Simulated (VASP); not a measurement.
Write the native input for VASP 6.6.1 that does the following.

| Quantity | Value |
| --- | --- |
| Task | single point |
| Functional | PBE |
| Potentials or basis | VASP PAW PBE potentials, release 64 (Nb_sv) |
| Cutoff | 500 eV |
| k mesh | 10 × 10 × 10 |
| Occupations | methfessel-paxton, width 0.1 eV |
| Spin | no spin polarisation |
| Dipole correction | no |
| Further INCAR settings | ALGO = Normal; EDIFF = 1e-06; NBANDS = 12 |

The structure of Nb lies in POSCAR:

```
Nb
1.0
    0.0000000000      2.0548807491      2.0548807491
    2.0548807491      0.0000000000      2.0548807491
    2.0548807491      2.0548807491      0.0000000000
Nb
1
Direct
    0.0000000000      0.0000000000      0.0000000000
```

This isn't the form of Nb at room conditions, which is bcc.

One way to write it, as run:

INCAR

```
SYSTEM = Nb
ALGO = Normal
EDIFF = 1E-6
ENCUT = 500
GGA = PE
GGA_COMPAT = .FALSE.
ISIF = 2
ISMEAR = 1
LASPH = .TRUE.
LCHARG = .FALSE.
LREAL = .FALSE.
LWAVE = .FALSE.
NBANDS = 12
NELM = 120
PREC = Accurate
SIGMA = 0.1
```

KPOINTS

```
k-points
0
G
  10 10 10
  0 0 0
```

Potentials or basis: VASP PAW PBE potentials, release 64 (Nb_sv).

Run with:

```sh
$ cat potpaw_PBE.64/Nb_sv/POTCAR > POTCAR
$ mpirun -np 1 vasp_std > vasp.out
```

It gave:

```json
{
  "Pressure": "14.6 GPa",
  "Band gap on the k mesh": "zero (an odd number of electrons rules out a gap without spin polarisation)"
}
```

Caveat: the cell stands under pressure.

It took 5.8 s on 1 thread of Intel(R) Xeon(R) Platinum 8488C (Sapphire Rapids) (shared host), peak memory 0.14 GiB.
